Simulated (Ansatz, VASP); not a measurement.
## WS2 in VASP and in Ansatz

```
W S
1.0
     3.14624    0.00000    0.00000
    -1.57312    2.72472   -0.06362
     0.00000   -0.29647   12.69665
W S
2 4
Direct
  0.34266 0.68532 0.24925
  0.65734 0.31468 0.75075
  0.31081 0.62162 0.62725
  0.66291 0.32581 0.12573
  0.33709 0.67419 0.87427
  0.68919 0.37838 0.37275
```

Change from the starting cell: engineering shear strain xz +0.0000, engineering shear strain yz -0.0467.

Alike in both runs: functional PBEsol; k mesh 12 × 12 × 2; occupations gaussian, width 0.05 eV; no spin polarisation.

Ansatz relaxed the structure, and its values are those at the end. VASP's run is a single point on that final structure, the one shown.

|  | VASP | Ansatz |
| --- | --- | --- |
| version | VASP 6.6.1 | Ansatz 0.2.0 |
| potentials or method | VASP PAW PBE potentials, release 64 (W_sv, S), cutoff 520 eV | scalar-relativistic, plane waves, PAW |
| valence electrons in the cell | 52 | 52 |

```tsv
	VASP	Ansatz	Ansatz less VASP
gap on the k mesh at the Fermi level (eV)	1.11	1.09	-0.015
least direct gap on the mesh (eV)	1.87	1.86	-0.003
pressure (GPa)	0.2	0.1	-0.10
rms of the force components (eV/Å)	0.011	0.003	-0.0076
```

VASP's potentials were made for PBE, not for PBEsol, and Ansatz warns of the same on its side. The functional is the same, so the differences come from potentials, cutoffs and numerics. Ansatz's warnings: stress scf threshold loose.

Neither program's run includes spin-orbit coupling.
